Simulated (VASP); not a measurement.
# HfN (F-43m) in VASP: further runs, part 3 of 3

VASP 6.6.1.

## 6. Relaxation of cell and atoms, r2SCAN

This run uses another cell than the first one, of 14.79 Å³/atom, 1.232 times its volume.

Input file POSCAR:

```
HfN
1.0
    3.4716430000      0.0000000000      0.0000000000
    1.7358215000      3.0065310309      0.0000000000
    1.7358215000      1.0021770103      2.8345846397
Hf N
1 1
Direct
    0.0000000000      0.0000000000      0.0000000000
    0.7500000000      0.7500000000      0.7500000000
```

Input file INCAR.step1:

```
SYSTEM = HfN
PREC = Accurate ; ENCUT = 600
ISMEAR = 1 ; SIGMA = 0.05
LREAL = .False. ; LASPH = .True.
NELM = 60 ; GGA = PE
ALGO = Normal ; EDIFF = 1E-4
LWAVE = .True. ; LCHARG = .False.
```

Input file INCAR.step2:

```
SYSTEM = HfN
PREC = Accurate ; ENCUT = 600
EDIFF = 1E-6 ; ISMEAR = 1
SIGMA = 0.05 ; LREAL = .False.
LASPH = .True. ; NELM = 60
ALGO = Normal ; ISIF = 3
LWAVE = .False. ; LCHARG = .False.
METAGGA = R2SCAN ; LMIXTAU = .True.
IBRION = 2 ; NSW = 80
EDIFFG = -0.02 ; ISTART = 1
```

Input file KPOINTS:

```
Automatic mesh
0
Gamma
  6 6 6
  0 0 0
```

Potentials or basis: VASP PAW PBE potentials, release 64 (Hf_pv, N).

Started as:

```sh
$ cat potpaw_PBE.64/Hf_pv/POTCAR potpaw_PBE.64/N/POTCAR > POTCAR
$ cp INCAR.step1 INCAR
$ mpirun -np 1 vasp_std > vasp.out
$ cp INCAR.step2 INCAR
$ mpirun -np 1 vasp_std > vasp.out
```

OUTCAR:

```text
SYSTEM = HfN
   PREC = Accurate
   ENCUT = 600
   EDIFF = 1E-6
   ISMEAR = 1
   LREAL = .False.
   LASPH = .True.
   NELM = 60
   ISIF = 3
   METAGGA = R2SCAN
   IBRION = 2
   NSW = 80
   EDIFFG = -0.02
   ISTART = 1

 ion  position               nearest neighbor table
   1  0.000  0.000  0.000-   2 2.13   2 2.13   2 2.13   2 2.13
   2  0.750  0.750  0.750-   1 2.13   1 2.13   1 2.13   1 2.13

  LATTYP: Found a face centered cubic cell.
 ALAT       =     4.9096446144

  Lattice vectors:

 A1 = (   3.4716430000,   0.0000000000,   0.0000000000)
 A2 = (   1.7358215000,   3.0065310309,   0.0000000000)
 A3 = (   1.7358215000,   1.0021770103,   2.8345846397)

Analysis of symmetry for initial positions (statically):
=====================================================================
 Subroutine PRICEL returns:
 Original cell was already a primitive cell.

 Routine SETGRP: Setting up the symmetry group for a
 face centered cubic supercell.

 Subroutine GETGRP returns: Found 24 space group operations
 (whereof 24 operations were pure point group operations)
 out of a pool of 48 trial point group operations.

The static configuration has the point symmetry T_d .

Analysis of symmetry for dynamics (positions and initial velocities):
=====================================================================
 Subroutine PRICEL returns:
 Original cell was already a primitive cell.

 Routine SETGRP: Setting up the symmetry group for a
 face centered cubic supercell.

 Subroutine GETGRP returns: Found 24 space group operations
 (whereof 24 operations were pure point group operations)
 out of a pool of 48 trial point group operations.

The dynamic configuration has the point symmetry T_d .

 Subroutine INISYM returns: Found 24 space group operations
 (whereof 24 operations are pure point group operations),
 and found     1 'primitive' translations
[... 94 lines left out ...]
   POTIM  = 0.5000    time-step for ionic-motion
   TEBEG  =    0.0;   TEEND  =   0.0 temperature during run
   PSTRESS=    0.0 pullay stress
   NELECT =      15.0000    total number of electrons
   NUPDOWN=      -1.0000    fix difference up-down
   EMIN   =  10.00;   EMAX   =-10.00  energy-range for DOS
   EFERMI =   0.00;   METHOD = LEGACY
   ISMEAR =     1;   SIGMA  =   0.05  broadening in eV -4-tet -1-fermi 0-gaus
   EFERMI_NEDOS =   21; number of points for ismear=-14 and -15
   IALGO  =     38    algorithm
   IMIX   =      4    mixing-type and parameters
     AMIX     =   0.40;   BMIX     =  1.00
     AMIX_MAG =   1.60;   BMIX_MAG =  1.00
  volume/ion in A,a.u.               =      14.79        99.83
  Fermi-wavevector in a.u.,A,eV,Ry     =   1.305395  2.466838 23.185082  1.704055
  Thomas-Fermi vector in A             =   2.436267
   LORBIT       =      0    0 simple, 1 ext, 2 COOP (PROOUT), +10 PAW based schemes
   METAGGA = R2SCAN    functional components
   LHFCALC =     F    Hartree Fock is set to
   AEXX    =    0.0000 exact exchange contribution
   IVDW    =     0    specifies the selected vdW correction
   LEPSILON=     F    determine dielectric tensor
   LRPA    =     F    only Hartree local field effects (RPA)
 conjugate gradient relaxation of ions
 non-spin polarized calculation
 Methfessel and Paxton  Order N= 1 SIGMA  =   0.05
  energy-cutoff  :      600.00
  volume of cell :       29.59
 maximum number of plane-waves:      1002
   NGX = 13   NGY = 13   NGZ = 13

--------------------------------------- Ionic step        1  -------------------------------------------

 number of electron      15.0000001 magnetization

 Free energy of the ion-electron system (eV)
  ---------------------------------------------------
  ext. energy  EPLUGINS =         0.00000000
  ---------------------------------------------------
  free energy    TOTEN  =       -57.71722122 eV

  energy without entropy =      -57.71714226  energy(sigma->0) =      -57.71719490

------------------------ aborting loop because EDIFF is reached ----------------------------------------

  FORCE on cell =-STRESS in cart. coord.  units (eV):
  Direction    XX          YY          ZZ          XY          YZ          ZX
  --------------------------------------------------------------------------------------
  -------------------------------------------------------------------------------------
  Total       -0.6678435     -0.6678435     -0.6678435     -0.0000000      0.0000000     -0.0000000
  in kB      -36.1655510    -36.1655510    -36.1655510     -0.0000000      0.0000000     -0.0000000
  external PRESSURE =     -36.1655510 kB  Pullay stress =       0.0000000 kB
[... 59 lines left out ...]
--------------------------------------- Ionic step        3  -------------------------------------------

 number of electron      15.0000002 magnetization

 Free energy of the ion-electron system (eV)
  ---------------------------------------------------
  ext. energy  EPLUGINS =         0.00000000
  ---------------------------------------------------
  free energy    TOTEN  =       -57.72313183 eV

  energy without entropy =      -57.72293885  energy(sigma->0) =      -57.72306750

 E-fermi :   6.2833     XC(G=0): -12.0390

 val. band max:        5.7899159655   @ k =   0.5000   0.3333   0.1667
 cond. band min:       6.3121932487   @ k =   0.3333   0.1667   0.0000
 fundamental gap:      0.5222772832
 Fermi energy:         6.2833324490

 k-point     1 :       0.0000    0.0000    0.0000
  band No.  band energies     occupation
      1     -26.3697      2.00000
      2     -26.3696      2.00000
      3     -26.3696      2.00000
      4     -11.4220      2.00000
      5       0.0143      2.00000
      6       0.0143      2.00000
      7       0.0143      2.00000
      8       5.2739      2.00000
      9       8.4205      0.00000
     10       8.4205      0.00000
     11      12.9413      0.00000
[... 237 lines left out ...]
  FREE ENERGIE OF THE ION-ELECTRON SYSTEM (eV)
  ---------------------------------------------------
  free  energy   TOTEN  =       -57.7231318290 eV

  energy  without entropy=      -57.7229388487  energy(sigma->0) =      -57.72306750

 reached required accuracy - stopping structural energy minimisation
```

OSZICAR.step1:

```text
N       E                     dE             d eps       ncg     rms          rms(c)
DAV:   1     0.459752372424E+02    0.45975E+02   -0.88079E+03   352   0.139E+03
DAV:   2    -0.215705127832E+02   -0.67546E+02   -0.63492E+02   476   0.268E+02
DAV:   3    -0.248187604120E+02   -0.32482E+01   -0.31662E+01   446   0.530E+01
DAV:   4    -0.248454320095E+02   -0.26672E-01   -0.26638E-01   429   0.500E+00
DAV:   5    -0.248458711675E+02   -0.43916E-03   -0.43913E-03   459   0.558E-01    0.534E+01
DAV:   6    -0.213288008970E+02    0.35171E+01   -0.22458E+01   411   0.330E+01    0.393E+01
DAV:   7    -0.212392034907E+02    0.89597E-01   -0.12440E+00   394   0.960E+00    0.255E+01
DAV:   8    -0.212396860048E+02   -0.48251E-03   -0.11610E-01   409   0.360E+00    0.702E+00
DAV:   9    -0.212262429904E+02    0.13443E-01   -0.63347E-02   409   0.186E+00    0.151E+00
DAV:  10    -0.212260866414E+02    0.15635E-03   -0.17460E-03   423   0.434E-01    0.186E-01
DAV:  11    -0.212260885324E+02   -0.18911E-05   -0.35804E-04   415   0.151E-01
   1 F= -.21226089E+02 E0= -.21225979E+02  d E =-.328166E-03
```

Wall time 82 s (1 thread of AMD EPYC 7R13, shared host); peak memory 0.18 GiB.

What came out:

```yaml
Free_energy: -57.7231 eV
Relaxed_volume: 14.54 Å³/atom
Relaxed_cell: a = 3.452 Å, b = 3.452 Å, c = 3.452 Å, α = 60.00°, β = 60.00°, γ = 60.00°
Space_group_after_relaxing_to_0.05_Å: F-43m (No. 216)
Energy_gained_by_relaxing: 3.0 meV/atom
Ionic_steps: 3
Pressure_after_relaxing: 0.0 GPa
```

The path:
```csv
step,energy change (eV),largest force (eV/Å),pressure (GPa),volume (Å³)
1,0.0000,0.0000,-3.62,29.59
2,0.0131,0.0000,7.03,28.18
3,-0.0059,0.0000,-0.04,29.07
```

Final structure:
```
Hf N
1.0
     3.45150    0.00000    0.00000
     1.72575    2.98909    0.00000
     1.72575    0.99636    2.81814
Hf N
1 1
Direct
  0.00000 0.00000 0.00000
  0.75000 0.75000 0.75000
```

Levels at points of the mesh, in eV from the Fermi level:
```csv
k point,band 3,band 4,band 5,band 6,band 7,band 8,band 9,band 10,band 11
"(0.00, 0.00, 0.00)",-32.65,-17.71,-6.27,-6.27,-6.27,-1.01,2.14,2.14,6.66
"(0.50, 0.00, 0.00)",-32.72,-16.60,-6.49,-5.63,-5.63,1.23,2.67,2.67,4.38
"(0.50, 0.50, 0.00)",-32.83,-16.23,-7.65,-4.33,-4.33,-1.65,2.16,4.05,4.58
```

Caveat: the k points lie up to 0.37 Å⁻¹ apart in the final cell; the PAW data sets were made with another functional, which shifts forces and pressure a little; spin-orbit coupling is left out, which moves the levels of the heavy elements.

## 7. The runs side by side

```csv
task,cell,cutoff (eV),gap on the mesh (eV),pressure (GPa)
single point,"a = 3.239 Å, angles 60.0°, 2 atoms",520,none,59.3
single point,"a = 3.295 Å, angles 60.0°, 2 atoms",520,none,38.9
single point,"a = 3.365 Å, angles 60.0°, 2 atoms",520,none,18.6
single point,"a = 3.459 Å, angles 60.0°, 2 atoms",520,none,-1.5
relaxation of cell and atoms,"relaxed from a = 3.472 Å, angles 60.0°, 2 atoms",600,none,0.0
```

Alike in all rows: level r2SCAN; potentials or basis VASP PAW PBE potentials, release 64 (Hf_pv, N); no spin polarisation; k mesh 6 × 6 × 6; smearing methfessel-paxton 0.05 eV.

Caveats: all runs use coarse meshes; the PAW data sets were made with another functional, which shifts forces and pressure a little; spin-orbit coupling is left out, which moves the levels of the heavy elements.

Absolute energies hang on the potentials; compare differences alone.
